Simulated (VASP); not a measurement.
Here is a VASP 6.6.1 calculation.

INCAR

```
SYSTEM = Al
PREC = Accurate ; ENCUT = 500
EDIFF = 1E-6 ; ISMEAR = -1
SIGMA = 0.1 ; LREAL = .FALSE.
LASPH = .TRUE. ; NELM = 120
ALGO = Normal ; ISIF = 2
LWAVE = .FALSE. ; LCHARG = .FALSE.
GGA = PE ; NBANDS = 8
GGA_COMPAT = .FALSE.
```

The input KPOINTS:

```
Automatic mesh
0
G
  5 5 5
  0 0 0
```

The input POSCAR:

```
Al
1.0
    0.0000000000      3.8330040000      3.8330040000
    3.8330040000      0.0000000000      3.8330040000
    3.8330040000      3.8330040000      0.0000000000
Al
1
Direct
    0.0000000000      0.0000000000      0.0000000000
```

Potentials or basis: VASP PAW PBE potentials, release 64 (Al).

Launch:

```bash
$ cat potpaw_PBE.64/Al/POTCAR > POTCAR
$ mpirun -np 1 vasp_std > vasp.out
```

Q: Estimate the pressure.

A: -1.4 GPa.
